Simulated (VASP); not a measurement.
# WSe2 (P-6m2) in VASP: a series of runs, part 2 of 2

VASP 6.6.1. Earlier steps stand in the parts before.

## Step 3: Single point, r2SCAN (uniaxial z strain -4.2%)

POSCAR

```
WSe2
1.0
    3.2972127305      0.0000000000      0.0000000000
   -1.6486063653      2.8554699863      0.0000000000
    0.0000000000      0.0000000000      6.8818093136
W Se
1 2
Direct
    0.0000000000      0.0000000000      0.0000000000
    0.3333333333      0.6666666667      0.2412090831
    0.3333333333      0.6666666667      0.7587909169
```

INCAR.step1

```
SYSTEM = WSe2
  PREC = Accurate
  ENCUT = 520
  ISMEAR = 0
  SIGMA = 0.01
  LREAL = .False.
  LASPH = .True.
  NELM = 100
  NBANDS = 20
  GGA = PE
  ALGO = Normal
  EDIFF = 1E-4
  LWAVE = .True.
  LCHARG = .False.
```

INCAR.step2

```
SYSTEM = WSe2
  PREC = Accurate
  ENCUT = 520
  EDIFF = 1E-7
  ISMEAR = 0
  SIGMA = 0.01
  LREAL = .False.
  LASPH = .True.
  NELM = 100
  ALGO = Normal
  ISIF = 2
  LWAVE = .False.
  LCHARG = .False.
  METAGGA = R2SCAN
  LMIXTAU = .True.
  NBANDS = 20
  ISTART = 1
```

KPOINTS

```
Automatic mesh
0
Gamma
  12 12 4
  0 0 0
```

Potentials or basis: VASP PAW PBE potentials, release 64 (W_sv, Se).

Command:

```console
$ cat potpaw_PBE.64/W_sv/POTCAR potpaw_PBE.64/Se/POTCAR > POTCAR
$ cp INCAR.step1 INCAR
$ mpirun -np 1 vasp_std > vasp.out
$ cp INCAR.step2 INCAR
$ mpirun -np 1 vasp_std > vasp.out
```

OUTCAR:

```text
SYSTEM = WSe2
   PREC = Accurate
   ENCUT = 520
   EDIFF = 1E-7
   ISMEAR = 0
   LREAL = .False.
   LASPH = .True.
   NELM = 100
   ISIF = 2
   METAGGA = R2SCAN
   ISTART = 1

 ion  position               nearest neighbor table
   1  0.000  0.000  0.000-   2 2.53   3 2.53   2 2.53   3 2.53   2 2.53   3 2.53
   2  0.333  0.667  0.241-   1 2.53   1 2.53   1 2.53
   3  0.333  0.667  0.759-   1 2.53   1 2.53   1 2.53

  LATTYP: Found a hexagonal cell.
 ALAT       =     3.2972127305
 C/A-ratio  =     2.0871596333

  Lattice vectors:

 A1 = (   3.2972127305,   0.0000000000,   0.0000000000)
 A2 = (  -1.6486063653,   2.8554699863,   0.0000000000)
 A3 = (   0.0000000000,   0.0000000000,   6.8818093136)

Analysis of symmetry for initial positions (statically):
=====================================================================
 Subroutine PRICEL returns:
 Original cell was already a primitive cell.

 Routine SETGRP: Setting up the symmetry group for a
 hexagonal supercell.

 Subroutine GETGRP returns: Found 12 space group operations
 (whereof 12 operations were pure point group operations)
 out of a pool of 24 trial point group operations.

The static configuration has the point symmetry D_3h.

Analysis of symmetry for dynamics (positions and initial velocities):
=====================================================================
 Subroutine PRICEL returns:
 Original cell was already a primitive cell.

 Routine SETGRP: Setting up the symmetry group for a
 hexagonal supercell.

 Subroutine GETGRP returns: Found 12 space group operations
 (whereof 12 operations were pure point group operations)
 out of a pool of 24 trial point group operations.

The dynamic configuration has the point symmetry D_3h.

 Subroutine INISYM returns: Found 12 space group operations
 (whereof 12 operations are pure point group operations),
 and found     1 'primitive' translations
[... 113 lines left out ...]
   EFERMI_NEDOS =   21; number of points for ismear=-14 and -15
   IALGO  =     38    algorithm
   IMIX   =      4    mixing-type and parameters
     AMIX     =   0.40;   BMIX     =  1.00
     AMIX_MAG =   1.60;   BMIX_MAG =  1.00
  volume/ion in A,a.u.               =      21.60       145.75
  Fermi-wavevector in a.u.,A,eV,Ry     =   1.207509  2.281860 19.838340  1.458077
  Thomas-Fermi vector in A             =   2.343144
   LORBIT       =      0    0 simple, 1 ext, 2 COOP (PROOUT), +10 PAW based schemes
   METAGGA = R2SCAN    functional components
   LHFCALC =     F    Hartree Fock is set to
   AEXX    =    0.0000 exact exchange contribution
   IVDW    =     0    specifies the selected vdW correction
   LEPSILON=     F    determine dielectric tensor
   LRPA    =     F    only Hartree local field effects (RPA)
 non-spin polarized calculation
 Gauss-broadening in eV      SIGMA  =   0.01
  energy-cutoff  :      520.00
  volume of cell :       64.79
 maximum number of plane-waves:      1770
 NGX is ok and might be reduce to    28
   NGX = 13   NGY = 13   NGZ = 25

 number of electron      26.0000001 magnetization

 Free energy of the ion-electron system (eV)
  ---------------------------------------------------
  ext. energy  EPLUGINS =         0.00000000
  ---------------------------------------------------
  free energy    TOTEN  =       -81.71112275 eV

  energy without entropy =      -81.71112275  energy(sigma->0) =      -81.71112275

 E-fermi :   5.4930     XC(G=0): -10.9166

 val. band max:        5.3512986582   @ k =   0.0000   0.0000   0.5000
 cond. band min:       6.6228132941   @ k =   0.1667   0.1667   0.0000
 fundamental gap:      1.2715146360
 Fermi energy:         5.4929914133

 k-point     1 :       0.0000    0.0000    0.0000
  band No.  band energies     occupation
      1     -70.8817      2.00000
      2     -34.4801      2.00000
      3     -34.3560      2.00000
      4     -34.3560      2.00000
      5     -10.4535      2.00000
      6      -8.9031      2.00000
[... 541 lines left out ...]
     19      12.8537      0.00000
     20      13.7148      0.00000

 [... further k-points ...]

------------------------ aborting loop because EDIFF is reached ----------------------------------------

  FORCE on cell =-STRESS in cart. coord.  units (eV):
  Direction    XX          YY          ZZ          XY          YZ          ZX
  --------------------------------------------------------------------------------------
  -------------------------------------------------------------------------------------
  Total        0.8071772      0.8071772      1.5794924     -0.0000000      0.0000000      0.0000000
  in kB       19.9596206     19.9596206     39.0571843     -0.0000000      0.0000000      0.0000000
  external PRESSURE =      26.3254752 kB  Pullay stress =       0.0000000 kB

 VOLUME and BASIS-vectors are now :
 -----------------------------------------------------------------------------
  energy-cutoff  :      520.00
  volume of cell :       64.79
      direct lattice vectors                 reciprocal lattice vectors
     3.297212731  0.000000000  0.000000000     0.303286467  0.175102523  0.000000000
    -1.648606365  2.855469986  0.000000000     0.000000000  0.350205047  0.000000000
     0.000000000  0.000000000  6.881809314     0.000000000  0.000000000  0.145310623

 POSITION                                       TOTAL-FORCE (eV/Angst)
 -----------------------------------------------------------------------------------
      0.00000      0.00000      0.00000        -0.000000      0.000000      0.000000
     -0.00000      1.90365      1.65995         0.000000     -0.000000      0.017301
     -0.00000      1.90365      5.22185         0.000000     -0.000000     -0.017301
 -----------------------------------------------------------------------------------
    total drift:                                0.000000     -0.000000     -0.000000

  FREE ENERGIE OF THE ION-ELECTRON SYSTEM (eV)
  ---------------------------------------------------
  free  energy   TOTEN  =       -81.7111227478 eV

  energy  without entropy=      -81.7111227478  energy(sigma->0) =      -81.71112275
```

Wall time 3.9 min (1 thread of AMD EPYC 9R45 (Zen 5), shared host); peak memory 0.22 GiB.

Results:

```yaml
Free_energy: -81.7111 eV
Pressure: 2.6 GPa
Largest_force: 0.017 eV/Å
Band_gap_on_the_k_mesh: 1.27 eV (least direct gap 1.64 eV)
```

Forces in eV/Å, atoms in the order of the input:
```
W    0.000  0.000  0.000
Se   0.000  0.000  0.017
Se   0.000  0.000 -0.017
```

Stress tensor (GPa, compression positive):
```
2.00 0.00 0.00
0.00 2.00 0.00
0.00 0.00 3.91
```

Caveat: the cell differs from its parent crystal (uniaxial z strain -4.2%); the PAW data sets were made with another functional, which shifts forces and pressure a little; spin-orbit coupling is left out, which moves the levels of the heavy elements. A k mesh can miss the band edges.
